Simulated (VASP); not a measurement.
Crystal: Tc.

```
Tc
1.0
     3.85000    0.00000    0.00000
     0.00000    3.85000    0.00000
     0.00000    0.00000    3.85000
Tc
4
Direct
  0.00000 0.00000 0.00000
  0.00000 0.50000 0.50000
  0.50000 0.00000 0.50000
  0.50000 0.50000 0.00000
```

| Item | Value |
| --- | --- |
| Program | VASP 6.6.1 |
| Task | relaxation of volume and atoms at fixed shape |
| Functional | PBEsol |
| Potentials or basis | VASP PAW PBE potentials, release 64 (Tc_pv) |
| Cutoff | 600 eV |
| k mesh | 6 × 6 × 6 |
| Occupations | fermi-dirac, width 0.05 eV |
| Spin | no spin polarisation |

At the start: pressure -5.1 GPa; volume 14.27 Å³/atom.

Task: How do energy, volume and symmetry change on relaxing?

Result: Over 3 steps the energy falls by 3.8 meV/atom and the volume is 14.04 Å³/atom (-1.6 %); space group Fm-3m (No. 225, to 0.05 Å).

The path:
| step | energy change (eV) | largest force (eV/Å) | pressure (GPa) | volume (Å³) |
| --- | --- | --- | --- | --- |
| 1 | 0.0000 | 0.0000 | -5.10 | 57.07 |
| 2 | 0.1336 | 0.0000 | 18.20 | 53.40 |
| 3 | -0.0150 | 0.0000 | -0.14 | 56.16 |

Final structure:
```yaml
crystal:
  lattice:
    - [3.82948, 0.00000, 0.00000]
    - [0.00000, 3.82948, 0.00000]
    - [0.00000, 0.00000, 3.82948]
  atoms:
    - { symbol: Tc, position: [0.00000, 0.00000, 0.00000] }
    - { symbol: Tc, position: [0.00000, 0.50000, 0.50000] }
    - { symbol: Tc, position: [0.50000, 0.00000, 0.50000] }
    - { symbol: Tc, position: [0.50000, 0.50000, 0.00000] }
```

Caveat: the PAW data sets were made with another functional, which shifts forces and pressure a little.
